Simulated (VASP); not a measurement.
Input of a VASP 6.6.1 run:

The input INCAR:

```
  ALGO = Normal
  EDIFF = 1E-6
  ENCUT = 520
  ISIF = 2
  ISMEAR = -1
  LASPH = True
  LCHARG = False
  LREAL = False
  LWAVE = False
  NBANDS = 10
  NELM = 60
  PREC = Accurate
  SIGMA = 0.05
```

File KPOINTS:

```
k-points
0
Gamma
  11 11 11
```

POSCAR

```
Rb
1.0
   -2.4724792210      2.4724792210      2.4724792210
    2.4724792210     -2.4724792210      2.4724792210
    2.4724792210      2.4724792210     -2.4724792210
Rb
1
Direct
    0.0000000000      0.0000000000      0.0000000000
```

Potentials or basis: VASP PAW LDA potentials, release 64 (Rb_sv).

The run is started by

```console
$ cat potpaw_LDA.64/Rb_sv/POTCAR > POTCAR
$ mpirun -np 1 vasp_std > vasp.out
```

**Question.** Estimate the pressure.

**Answer.** 1.4 GPa.
